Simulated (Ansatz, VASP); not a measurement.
**TePb: VASP beside Ansatz**

```
Pb Te
1.0
     0.00000    3.23100    3.23100
     3.23100    0.00000    3.23100
     3.23100    3.23100    0.00000
Pb Te
1 1
Direct
  0.00000 0.00000 0.00000
  0.50000 0.50000 0.50000
```

Alike in both runs: task single point; functional r2SCAN; dispersion D4; k mesh 7 × 7 × 7; occupations fermi-dirac, width 0.05 eV; no spin polarisation.

|  | VASP | Ansatz |
| --- | --- | --- |
| version | VASP 6.6.1 | Ansatz 0.2.0 |
| potentials or method | VASP PAW PBE potentials, release 64 (Pb_d, Te) | Ansatz PAW |
| plane-wave cutoff (eV) | 520 | 500 |
| valence electrons in the cell | 20 | 30 |

|  | VASP | Ansatz | Ansatz less VASP |
| --- | --- | --- | --- |
| pressure (GPa) | 0.9 | 0.9 | +0.01 |

VASP's potentials were made for PBE, not for r2SCAN. VASP's potentials hold 20 valence electrons a cell and Ansatz's 30, so a difference there can come from the potentials and not from the codes.

Neither program's run includes spin-orbit coupling.
